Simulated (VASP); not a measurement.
Runs of VASP 6.6.1 on Pb. The structure is that of space group Fm-3m (No. 225), or close to it. The cells are those of the table. 

| cell | gap on the mesh (eV) | pressure (GPa) |
| --- | --- | --- |
| a = 3.537, b = 3.537, c = 3.493 Å, angles 60.4, 60.4, 59.2°, 1 atom | none | (b) |
| a = 3.624, b = 3.624, c = 3.580 Å, angles 60.4, 60.4, 59.2°, 1 atom | none | -1.5 |
| a = 3.537, b = 3.537, c = 3.580 Å, angles 59.6, 59.6, 60.8°, 1 atom | none | 0.3 |
| a = 3.318 Å, angles 60.0°, 1 atom | none | 14.3 |
| a = 3.406 Å, angles 60.0°, 1 atom | none | (a) |

Alike in all rows: task single point; level PBE; potentials or basis VASP PAW PBE potentials, release 64 (Pb_d); no spin polarisation; k mesh 16 × 16 × 16; cutoff (eV) 520; smearing gaussian 0.15 eV.

Question: Estimate the missing entries.

Answer: (a) 7.4; (b) 1.4.

Caveats: spin-orbit coupling is left out, which moves the levels of the heavy elements; the cell stands under pressure (at least some runs).

A k mesh can miss the band edges, and the runs leave out spin-orbit coupling on Pb.

A gap of «none» marks levels without a gap at the run's occupations.
